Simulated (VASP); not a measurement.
## GaP: phonons with r2SCAN

GaP:

```
Ga P
1.0
     0.00000    2.70696    2.70696
     2.70696    0.00000    2.70696
     2.70696    2.70696    0.00000
Ga P
1 1
Direct
  0.00000 0.00000 0.00000
  0.75000 0.75000 0.75000
```

```json
{
  "Program": "VASP 6.6.1",
  "Task": "phonons",
  "Functional": "r2SCAN",
  "Potentials or basis": "VASP PAW PBE potentials, release 64 (Ga_d, P)",
  "Cutoff": "520 eV",
  "k mesh": "8 × 8 × 8",
  "Occupations": "gaussian, width 0.01 eV",
  "Spin": "no spin polarisation",
  "Dipole correction": "no",
  "Further INCAR settings": "ALGO = Normal; EDIFF = 1e-08; NBANDS = 16; IBRION = 6; POTIM = 0.015; NSW = 1"
}
```

The highest phonon frequency at Γ, LO-TO splitting left out is 370 cm⁻¹.

Phonon frequencies in cm⁻¹ (negative: imaginary):
```
              q point        frequencies
(0.000, 0.000, 0.000)  0 0 0 370 370 370
```

Run time: 13 min on 1 thread of Intel(R) Xeon(R) Platinum 8124M CPU @ 3.00GHz (Skylake/Cascade Lake) (shared host), peak memory 0.25 GiB.

Caveat: the cell stands under pressure or tension, which shifts response properties.
